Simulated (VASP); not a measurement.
Set up this calculation in VASP 6.6.1, as the native input.

* Task: relaxation of cell and atoms
* Functional: LDA
* Potentials or basis: VASP PAW LDA potentials, release 64 (Se)
* Cutoff: 600 eV
* k mesh: 9 × 9 × 6
* Occupations: gaussian, width 0.02 eV
* Spin: no spin polarisation
* Dipole correction: no
* Further INCAR settings: ALGO = Normal; EDIFF = 1e-06; IBRION = 2; EDIFFG = -0.005; NSW = 100; ISIF = 3

The structure of Se lies in POSCAR:

```
Se
1.0
    4.3662000000      0.0000000000      0.0000000000
   -2.1831000000      3.7812401180      0.0000000000
    0.0000000000      0.0000000000      4.9536000000
Se
3
Direct
    0.2254000000      0.0000000000      0.3333333333
    0.0000000000      0.2254000000      0.6666666667
    0.7746000000      0.7746000000      0.0000000000
```

One way to write it, as run:

INCAR

```
SYSTEM = Se
PREC     = Accurate       ! precision mode
ENCUT    = 600            ! plane-wave cutoff, eV
EDIFF    = 1E-6           ! SCF threshold, eV
ISMEAR   = 0              ! smearing method
SIGMA    = 0.02           ! smearing width, eV
LREAL    = .False.        ! projectors in reciprocal space
LASPH    = .True.         ! aspherical terms in the spheres
NELM     = 60             ! most SCF steps
ALGO     = Normal         ! electronic algorithm
ISIF     = 3              ! what is computed and relaxed
LWAVE    = .False.        ! write WAVECAR
LCHARG   = .False.        ! write CHGCAR
GGA      = CA             ! functional
IBRION   = 2              ! ionic algorithm
NSW      = 100            ! ionic steps
EDIFFG   = -0.005         ! ionic threshold
```

KPOINTS

```
regular mesh
0
Gamma
  9 9 6
  0 0 0
```

Potentials or basis: VASP PAW LDA potentials, release 64 (Se).

Run with:

```console
$ cat potpaw_LDA.64/Se/POTCAR > POTCAR
$ mpirun -np 1 vasp_std > vasp.out
```

Results of the run:

```yaml
Relaxed_volume: 23.03 Å³/atom
Relaxed_cell: a = 3.945 Å, b = 3.945 Å, c = 5.126 Å, α = 90.00°, β = 90.00°, γ = 120.00°
Space_group_after_relaxing_to_0.1_Å: P3_121 (No. 152)
Energy_gained_by_relaxing: 51.4 meV/atom
Ionic_steps: 18
Pressure_after_relaxing: 0.0 GPa
Band_gap_on_the_k_mesh: 0.27 eV
```

Caveat: the volume moved by over 15 % at a fixed basis, so the end points are rough.

Run time: 14 min on 1 thread of Oxide Virtual Turin-like Processor, on a shared host, peak memory 0.2 GiB.
